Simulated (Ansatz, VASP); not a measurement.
# Al: VASP beside Ansatz

```
Al
1.0
     2.80809    0.00000    0.00000
    -1.40404    2.43187    0.00000
     0.00000    0.00000    4.68908
Al
2
Cartesian
  1.4040 0.8106 3.5168
  0.0000 1.6212 1.1723
```

Alike in both runs: task single point; functional r2SCAN; k mesh 24 × 24 × 14; occupations gaussian, width 0.15 eV; no spin polarisation.

```csv
,VASP,Ansatz
version,VASP 6.6.1,Ansatz 0.2.0
potentials or method,"VASP PAW PBE potentials, release 64 (Al), cutoff 520 eV","scalar-relativistic, plane waves, PAW"
valence electrons in the cell,6,6
```

|  | VASP | Ansatz | Ansatz less VASP |
| --- | --- | --- | --- |
| gap on the k mesh at the Fermi level (eV) | none | none | - |
| pressure (GPa) | -0.2 | 0.1 | +0.32 |
| traceless stress, the component that is largest in VASP (GPa) | -0.55 | -0.55 | -0.001 |

VASP's potentials were made for PBE, not for r2SCAN. A gap of «none» marks a metal or a gap that the smearing closes.
